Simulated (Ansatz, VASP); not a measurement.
Two plane-wave programs on C

```xyz
2
Lattice="0.0000 1.6051 1.7834 1.6051 0.0000 1.7834 1.6051 1.6051 0.0000" Properties=species:S:1:pos:R:3 pbc="T T T"
C     1.6051    1.6051    1.7834
C     2.4076    2.4076    2.6751
```

Change from the starting cell: strain -0.1000 x Voigt [1, 1, 0, 0, 0, 0], atoms carried along.

Alike in both runs: task single point; functional r2SCAN; k mesh 12 × 12 × 12; occupations gaussian, width 0.05 eV; no spin polarisation.

```csv
,VASP,Ansatz
version,VASP 6.6.1,Ansatz 0.2.0
potentials or method,"VASP PAW PBE potentials, release 64 (C), cutoff 520 eV","scalar-relativistic, plane waves, PAW"
valence electrons in the cell,8,8
```

VASP gave:

```
gap on the k mesh at the Fermi level (eV)                     : 3.28
least direct gap on the mesh (eV)                             : 5.32
pressure (GPa)                                                : 135.8
traceless stress, the component that is largest in VASP (GPa) : -95.66
```

Q: Estimate Ansatz's values.

A: gap on the k mesh at the Fermi level (eV): 3.31; least direct gap on the mesh (eV): 5.38; pressure (GPa): 133.6; traceless stress, the component that is largest in VASP (GPa): -95.91.

VASP's potentials were made for PBE, not for r2SCAN. Both programs put the cell under a high pressure, so it lies far from rest at this level. The functional is the same, so the differences come from potentials, cutoffs and numerics.

Noted on VASP's run: the cell as given lies far from equilibrium.
